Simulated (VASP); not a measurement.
# RhC2 (Fm-3m) in VASP: notebook, part 2 of 2

VASP 6.6.1.

## 4. Single point, PBEsol (9.31 Å³/atom)

This run uses another cell than the first one, of 9.31 Å³/atom.

Input file INCAR:

```
SYSTEM = RhC2
PREC = Accurate ; ENCUT = 520
EDIFF = 1E-6 ; ISMEAR = 0
SIGMA = 0.05 ; LREAL = .FALSE.
LASPH = .TRUE. ; NELM = 60
ALGO = Normal ; ISIF = 2
LWAVE = .FALSE. ; LCHARG = .FALSE.
GGA = PS ; NBANDS = 18
```

Input file KPOINTS:

```
Automatic mesh
0
G
  12 12 12
  0 0 0
```

Input file POSCAR:

```
RhC2
1.0
    0.0000000000      2.4082554122      2.4082554122
    2.4082554122      0.0000000000      2.4082554122
    2.4082554122      2.4082554122      0.0000000000
Rh C
1 2
Direct
    0.0000000000      0.0000000000      0.0000000000
    0.2500000000      0.2500000000      0.2500000000
    0.7500000000      0.7500000000      0.7500000000
```

Potentials or basis: VASP PAW PBE potentials, release 64 (Rh_pv, C).

On the command line:

```sh
$ cat potpaw_PBE.64/Rh_pv/POTCAR potpaw_PBE.64/C/POTCAR > POTCAR
$ mpirun -np 1 vasp_std > vasp.out
```

OUTCAR:

```text
SYSTEM = RhC2
   PREC = Accurate
   ENCUT = 520
   EDIFF = 1E-6
   ISMEAR = 0
   LREAL = .FALSE.
   LASPH = .TRUE.
   NELM = 60
   ISIF = 2
   GGA = PS

 ion  position               nearest neighbor table
   1  0.000  0.000  0.000-   3 2.09   3 2.09   3 2.09   2 2.09   3 2.09   2 2.09   2 2.09   2 2.09

   2  0.250  0.250  0.250-   1 2.09   1 2.09   1 2.09   1 2.09
   3  0.750  0.750  0.750-   1 2.09   1 2.09   1 2.09   1 2.09

  LATTYP: Found a face centered cubic cell.
 ALAT       =     4.8165108244

  Lattice vectors:

 A1 = (   0.0000000000,   2.4082554122,   2.4082554122)
 A2 = (   2.4082554122,   0.0000000000,   2.4082554122)
 A3 = (   2.4082554122,   2.4082554122,   0.0000000000)

Analysis of symmetry for initial positions (statically):
=====================================================================
 Subroutine PRICEL returns:
 Original cell was already a primitive cell.

 Routine SETGRP: Setting up the symmetry group for a
 face centered cubic supercell.

 Subroutine GETGRP returns: Found 48 space group operations
 (whereof 48 operations were pure point group operations)
 out of a pool of 48 trial point group operations.

The static configuration has the point symmetry O_h .

Analysis of symmetry for dynamics (positions and initial velocities):
=====================================================================
 Subroutine PRICEL returns:
 Original cell was already a primitive cell.

 Routine SETGRP: Setting up the symmetry group for a
 face centered cubic supercell.

 Subroutine GETGRP returns: Found 48 space group operations
 (whereof 48 operations were pure point group operations)
 out of a pool of 48 trial point group operations.

The dynamic configuration has the point symmetry O_h .

 Subroutine INISYM returns: Found 48 space group operations
 (whereof 48 operations are pure point group operations),
 and found     1 'primitive' translations

----------------------------------------------------------------------------------------

                                     Primitive cell

  volume of cell :      27.9343

  direct lattice vectors                    reciprocal lattice vectors
     0.000000000  2.408255412  2.408255412    -0.207619174  0.207619174  0.207619174
     2.408255412  0.000000000  2.408255412     0.207619174 -0.207619174  0.207619174
     2.408255412  2.408255412  0.000000000     0.207619174  0.207619174 -0.207619174

  length of vectors
     3.405787466  3.405787466  3.405787466     0.359606958  0.359606958  0.359606958

  position of ions in fractional coordinates (direct lattice)
     0.000000000  0.000000000  0.000000000
     0.250000000  0.250000000  0.250000000
     0.750000000  0.750000000  0.750000000

  ion indices of the primitive-cell ions
   primitive index   ion index
                 1           1
                 2           2
                 3           3

----------------------------------------------------------------------------------------

 KPOINTS: Automatic mesh

Automatic generation of k-mesh.
 Grid dimensions read from file:
 generate k-points for:   12   12   12

 Generating k-lattice:

  Cartesian coordinates                     Fractional coordinates (reciprocal lattice)
    -0.017301598  0.017301598  0.017301598     0.083333333  0.000000000  0.000000000
     0.017301598 -0.017301598  0.017301598     0.000000000  0.083333333  0.000000000
     0.017301598  0.017301598 -0.017301598     0.000000000  0.000000000  0.083333333

  Length of vectors
     0.029967247  0.029967247  0.029967247

  Shift w.r.t. Gamma in fractional coordinates (k-lattice)
     0.000000000  0.000000000  0.000000000

 Subroutine IBZKPT returns following result:
 ===========================================

 Found     72 irreducible k-points:

 Following reciprocal coordinates:
            Coordinates               Weight
  0.000000  0.000000  0.000000      1.000000
  0.083333  0.000000  0.000000      8.000000
  0.166667  0.000000  0.000000      8.000000
  0.250000  0.000000  0.000000      8.000000
  0.333333  0.000000  0.000000      8.000000
  0.416667  0.000000  0.000000      8.000000
[... 16 lines left out ...]
  0.500000  0.166667  0.000000     24.000000
 -0.416667  0.166667  0.000000     24.000000
 [... further k-points ...]
   k-points           NKPTS =     72   k-points in BZ     NKDIM =     72   number of bands    NBANDS=     18
   number of dos      NEDOS =    301   number of ions     NIONS =      3
   total plane-waves  NPLWV =  21952
   dimension x,y,z NGX =    28 NGY =   28 NGZ =   28
   dimension x,y,z NGXF=    56 NGYF=   56 NGZF=   56
   ions per type =               1   2
   NGX,Y,Z   is equivalent  to a cutoff of  13.67, 13.67, 13.67 a.u.
   NGXF,Y,Z  is equivalent  to a cutoff of  27.34, 27.34, 27.34 a.u.
 SYSTEM =  RhC2
   PREC   = accura    normal or accurate (medium, high low for compatibility)
   ISTART =      0    job   : 0-new  1-cont  2-samecut
   ICHARG =      2    charge: 1-file 2-atom 10-const
   ISPIN  =      1    spin polarized calculation?
   LNONCOLLINEAR =      F non collinear calculations
   LSORBIT =      F    spin-orbit coupling
   LASPH  =      T    aspherical Exc in radial PAW
   ENCUT  =  520.0 eV  38.22 Ry    6.18 a.u.   6.33  6.33  6.33*2*pi/ulx,y,z
   NELM   =     60;   NELMIN=  2; NELMDL= -5     # of ELM steps
   EDIFF  = 0.1E-05   stopping-criterion for ELM
   LREAL  =      F    real-space projection
   EDIFFG = 0.1E-04   stopping-criterion for IOM
   NSW    =      0    number of steps for IOM
   IBRION =     -1    ionic relax: 0-MD 1-quasi-New 2-CG
   NFREE  =      0    steps in history (QN), initial steepest desc. (CG)
   ISIF   =      2    stress and relaxation
   ISYM   =      2    0-nonsym 1-usesym 2-fastsym
   POTIM  = 0.5000    time-step for ionic-motion
   TEBEG  =    0.0;   TEEND  =   0.0 temperature during run
   PSTRESS=    0.0 pullay stress
   NELECT =      23.0000    total number of electrons
   NUPDOWN=      -1.0000    fix difference up-down
   EMIN   =  10.00;   EMAX   =-10.00  energy-range for DOS
   EFERMI =   0.00;   METHOD = LEGACY
   ISMEAR =     0;   SIGMA  =   0.05  broadening in eV -4-tet -1-fermi 0-gaus
   EFERMI_NEDOS =   21; number of points for ismear=-14 and -15
   IALGO  =     38    algorithm
   IMIX   =      4    mixing-type and parameters
     AMIX     =   0.40;   BMIX     =  1.00
     AMIX_MAG =   1.60;   BMIX_MAG =  1.00
  volume/ion in A,a.u.               =       9.31        62.84
  Fermi-wavevector in a.u.,A,eV,Ry     =   1.534399  2.899593 32.033278  2.354379
  Thomas-Fermi vector in A             =   2.641332
   LORBIT       =      0    0 simple, 1 ext, 2 COOP (PROOUT), +10 PAW based schemes
   GGA     = PS    functional components
   LHFCALC =     F    Hartree Fock is set to
   AEXX    =    0.0000 exact exchange contribution
   IVDW    =     0    specifies the selected vdW correction
   LEPSILON=     F    determine dielectric tensor
   LRPA    =     F    only Hartree local field effects (RPA)
 non-spin polarized calculation
 Gauss-broadening in eV      SIGMA  =   0.05
  energy-cutoff  :      520.00
  volume of cell :       27.93
 maximum number of plane-waves:       769
 NGX is ok and might be reduce to    28
   NGX = 13   NGY = 13   NGZ = 13

 number of electron      23.0000002 magnetization

 Free energy of the ion-electron system (eV)
  ---------------------------------------------------
  ext. energy  EPLUGINS =         0.00000000
  ---------------------------------------------------
  free energy    TOTEN  =       -21.84635508 eV

  energy without entropy =      -21.84395374  energy(sigma->0) =      -21.84515441

 E-fermi :   9.4940     XC(G=0): -13.2460

 val. band max:        9.4817582695   @ k =   0.4167   0.1667   0.0833
 cond. band min:       9.5174554409   @ k =  -0.4167   0.3333   0.1667
 fundamental gap:      0.0356971714
 Fermi energy:         9.4940231586

 k-point     1 :       0.0000    0.0000    0.0000
  band No.  band energies     occupation
      1     -37.8627      2.00000
      2     -37.8627      2.00000
      3     -37.8627      2.00000
      4      -5.6558      2.00000
      5       2.0388      2.00000
      6       2.0388      2.00000
[... 10 lines left out ...]
     17      20.5754      0.00000
     18      20.5754      0.00000
[... 466 lines left out ...]
      2     -37.8898      2.00000
      3     -37.8787      2.00000
      4      -2.6717      2.00000
      5      -1.3791      2.00000
      6       2.6606      2.00000
[... 10 lines left out ...]
     17      20.9165      0.00000
     18      24.6823      0.00000

 [... further k-points ...]

------------------------ aborting loop because EDIFF is reached ----------------------------------------

  FORCE on cell =-STRESS in cart. coord.  units (eV):
  Direction    XX          YY          ZZ          XY          YZ          ZX
  --------------------------------------------------------------------------------------
  -------------------------------------------------------------------------------------
  Total        2.1335370      2.1335370      2.1335370     -0.0000000     -0.0000000      0.0000000
  in kB      122.3694834    122.3694834    122.3694834     -0.0000000     -0.0000000      0.0000000
  external PRESSURE =     122.3694834 kB  Pullay stress =       0.0000000 kB

 VOLUME and BASIS-vectors are now :
 -----------------------------------------------------------------------------
  energy-cutoff  :      520.00
  volume of cell :       27.93
      direct lattice vectors                 reciprocal lattice vectors
     0.000000000  2.408255412  2.408255412    -0.207619174  0.207619174  0.207619174
     2.408255412  0.000000000  2.408255412     0.207619174 -0.207619174  0.207619174
     2.408255412  2.408255412  0.000000000     0.207619174  0.207619174 -0.207619174

 POSITION                                       TOTAL-FORCE (eV/Angst)
 -----------------------------------------------------------------------------------
      0.00000      0.00000      0.00000         0.000000     -0.000000      0.000000
      1.20413      1.20413      1.20413         0.000000     -0.000000     -0.000000
      3.61238      3.61238      3.61238        -0.000000      0.000000     -0.000000
 -----------------------------------------------------------------------------------
    total drift:                               -0.000000     -0.000000      0.000000

  FREE ENERGIE OF THE ION-ELECTRON SYSTEM (eV)
  ---------------------------------------------------
  free  energy   TOTEN  =       -21.8463550830 eV

  energy  without entropy=      -21.8439537408  energy(sigma->0) =      -21.84515441
```

OSZICAR:

```text
N       E                     dE             d eps       ncg     rms          rms(c)
DAV:   1     0.177342036564E+03    0.17734E+03   -0.13158E+04  2608   0.129E+03
DAV:   2    -0.189763874006E+02   -0.19632E+03   -0.19227E+03  3136   0.369E+02
DAV:   3    -0.246250362551E+02   -0.56486E+01   -0.55755E+01  2846   0.628E+01
DAV:   4    -0.246807984661E+02   -0.55762E-01   -0.55717E-01  2860   0.656E+00
DAV:   5    -0.246814608436E+02   -0.66238E-03   -0.66235E-03  2822   0.700E-01    0.278E+01
DAV:   6    -0.246551553403E+02    0.26306E-01   -0.55445E+01  2698   0.546E+01    0.158E+01
DAV:   7    -0.218663968017E+02    0.27888E+01   -0.85173E+00  2672   0.318E+01    0.584E+00
DAV:   8    -0.218686767009E+02   -0.22799E-02   -0.53531E-01  2736   0.534E+00    0.373E+00
DAV:   9    -0.218466663326E+02    0.22010E-01   -0.10060E-01  2812   0.300E+00    0.345E-01
DAV:  10    -0.218463402237E+02    0.32611E-03   -0.30696E-03  2800   0.436E-01    0.210E-01
DAV:  11    -0.218463603950E+02   -0.20171E-04   -0.43411E-04  2870   0.133E-01    0.230E-02
DAV:  12    -0.218463552389E+02    0.51561E-05   -0.20183E-05  2820   0.359E-02    0.187E-02
DAV:  13    -0.218463553923E+02   -0.15340E-06   -0.11540E-05  2714   0.222E-02    0.663E-03
DAV:  14    -0.218463550830E+02    0.30933E-06   -0.10785E-06  1576   0.784E-03
   1 F= -.21846355E+02 E0= -.21845154E+02  d E =-.240134E-02
```

stdout:

```text
POSCAR found type information on POSCAR RhC
 POSCAR found :  2 types and       3 ions
 scaLAPACK will be used
 -----------------------------------------------------------------------------
|                                                                             |
|                                                                             |
|     You enforced a specific xc type in the INCAR file but a different       |
|     I HOPE YOU KNOW WHAT YOU ARE DOING!                                     |
|                                                                             |
 -----------------------------------------------------------------------------

 LDA part: xc-table for (Slater+PW92), standard interpolation
 POSCAR, INCAR and KPOINTS ok, starting setup
 FFT: planning ... GRIDC
 FFT: planning ... GRID_SOFT
 FFT: planning ... GRID
 WAVECAR not read
 entering main loop
```

Run time: 19 s. Hardware: 1 thread of Intel Xeon 6975P-C (Granite Rapids), shared host; peak memory 0.17 GiB.

Results:

```
Free energy            : -21.8464 eV
Pressure               : 12.2 GPa
Band gap on the k mesh : zero (an odd number of electrons rules out a gap without spin polarisation)
```

Levels at points of the mesh, in eV from the Fermi level:
| k point | band 10 | band 11 | band 12 | band 13 | band 14 | band 15 |
| --- | --- | --- | --- | --- | --- | --- |
| (0.00, 0.00, 0.00) | -2.96 | 2.19 | 2.19 | 2.19 | 5.57 | 5.57 |
| (0.50, 0.00, 0.00) | -2.56 | -0.89 | -0.89 | -0.41 | 3.43 | 5.46 |
| (0.50, 0.50, 0.00) | -3.81 | -2.17 | -1.17 | 2.77 | 4.03 | 6.02 |

Caveat: the cell stands under pressure; the PAW data sets were made with another functional, which shifts forces and pressure a little.

## 5. Overview

```tsv
cell	gap on the mesh (eV)	pressure (GPa)
a = 3.290 Å, angles 60.0°, 3 atoms	none	55.6
a = 3.417 Å, angles 60.0°, 3 atoms	none	9.0
a = 3.406 Å, angles 60.0°, 3 atoms	none	12.2
```

Alike in all rows: task single point; level PBEsol; potentials or basis VASP PAW PBE potentials, release 64 (Rh_pv, C); no spin polarisation; k mesh 12 × 12 × 12; cutoff (eV) 520; smearing gaussian 0.05 eV.

Caveats: the cell stands under pressure; the PAW data sets were made with another functional, which shifts forces and pressure a little.

Absolute energies hang on the potentials; compare differences alone.
